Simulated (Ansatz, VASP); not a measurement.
**Ru: VASP beside Ansatz**

File INCAR:

```
PREC = Accurate ; ENCUT = 520
EDIFF = 1E-6 ; ISMEAR = 0
SIGMA = 0.15 ; LREAL = False
LASPH = True ; NELM = 60
ALGO = Fast ; ISIF = 2
LWAVE = False ; LCHARG = False
GGA = PS ; NBANDS = 13
```

Contents of KPOINTS:

```
regular mesh
0
Gamma
  24 24 24
```

File POSCAR:

```
Ru
1.0
    0.0000000000      1.8020839953      2.1625007944
    1.8020839953      0.0000000000      2.1625007944
    1.8020839953      1.8020839953      0.0000000000
Ru
1
Direct
    0.0000000000      0.0000000000      0.0000000000
```

Input for Ansatz:

```yaml
crystal:
  lattice:
    - [0.0, 1.8020839953, 2.1625007944]
    - [1.8020839953, 0.0, 2.1625007944]
    - [1.8020839953, 1.8020839953, 0.0]
  atoms:
    - { symbol: Ru, position: [0.0, 0.0, 0.0] }
basis:
  ecutwfc: 420
kpoints:
  mp_grid: { grid: [24, 24, 24] }
hamiltonian:
  xc: pbesol
scf:
  occupations: { method: gaussian, width: 0.15 }
output:
  forces: true
  stress: true
  eigenvalues: true
```

Alike in both runs: task single point; functional PBEsol; k mesh 24 × 24 × 24; occupations gaussian, width 0.15 eV; no spin polarisation.

|  | VASP | Ansatz |
| --- | --- | --- |
| version | VASP 6.6.1 | Ansatz 0.2.0 |
| potentials or method | VASP PAW PBE potentials, release 64 (Ru_pv), cutoff 520 eV | scalar-relativistic, plane waves, PAW |
| valence electrons in the cell | 14 | 16 |

VASP gave:

```
gap on the k mesh at the Fermi level (eV)                     : none
pressure (GPa)                                                : -9.2
traceless stress, the component that is largest in VASP (GPa) : -32.45
```

**Question.** Estimate Ansatz's values.

**Answer.** gap on the k mesh at the Fermi level (eV): none; pressure (GPa): -9.0; traceless stress, the component that is largest in VASP (GPa): -32.44.

VASP's potentials were made for PBE, not for PBEsol. A gap of «none» marks a metal or a gap that the smearing closes. VASP's potentials hold 14 valence electrons a cell and Ansatz's 16, so a difference there can come from the potentials and not from the codes.
